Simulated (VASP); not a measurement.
Set up this calculation in VASP 6.6.1, as the native input.

* Task: single point
* Functional: r2SCAN
* Potentials or basis: VASP PAW PBE potentials, release 64 (Ba_sv, S)
* Cutoff: 520 eV
* k mesh: 8 × 8 × 8
* Occupations: gaussian, width 0.01 eV
* Spin: no spin polarisation
* Dipole correction: no
* Further INCAR settings: ALGO = Normal; EDIFF = 1e-06; NBANDS = 15

The system is BaS.

```
Ba S
1.0
     0.00000    3.21180    3.21180
     3.21180    0.00000    3.21180
     3.21180    3.21180    0.00000
Ba S
1 1
Direct
  0.00000 0.00000 0.00000
  0.50000 0.50000 0.50000
```

The input as run:

POSCAR

```
BaS
1.0
    0.0000000000      3.2117958731      3.2117958731
    3.2117958731      0.0000000000      3.2117958731
    3.2117958731      3.2117958731      0.0000000000
Ba S
1 1
Direct
    0.0000000000      0.0000000000      0.0000000000
    0.5000000000      0.5000000000      0.5000000000
```

INCAR.step1

```
  PREC = Accurate
  ENCUT = 520
  ISMEAR = 0
  SIGMA = 0.01
  LREAL = False
  LASPH = True
  NELM = 100
  NBANDS = 15
  GGA = PE
  ALGO = Normal
  EDIFF = 1E-4
  LWAVE = True
  LCHARG = False
```

INCAR.step2

```
  PREC = Accurate
  ENCUT = 520
  EDIFF = 1E-6
  ISMEAR = 0
  SIGMA = 0.01
  LREAL = False
  LASPH = True
  NELM = 100
  ALGO = Normal
  ISIF = 2
  LWAVE = False
  LCHARG = True
  METAGGA = R2SCAN
  LMIXTAU = True
  LELF = True
  LVHAR = True
  NBANDS = 15
  ISTART = 1
```

KPOINTS

```
regular mesh
0
Gamma
  8 8 8
```

Potentials or basis: VASP PAW PBE potentials, release 64 (Ba_sv, S).

Run with:

```sh
$ cat potpaw_PBE.64/Ba_sv/POTCAR potpaw_PBE.64/S/POTCAR > POTCAR
$ cp INCAR.step1 INCAR
$ mpirun -np 1 vasp_std > vasp.out
$ cp INCAR.step2 INCAR
$ mpirun -np 1 vasp_std > vasp.out
```

Results of the run:

* Pressure: 0.6 GPa
* Band gap on the k mesh: 2.49 eV, indirect (least direct gap 2.63 eV)

Caveat: the PAW data sets were made with another functional, which shifts forces and pressure a little; spin-orbit coupling is left out, which moves the levels of the heavy elements.

Wall time 4.9 min on 1 thread of AMD EPYC 7R13 (shared host), peak memory 0.2 GiB.
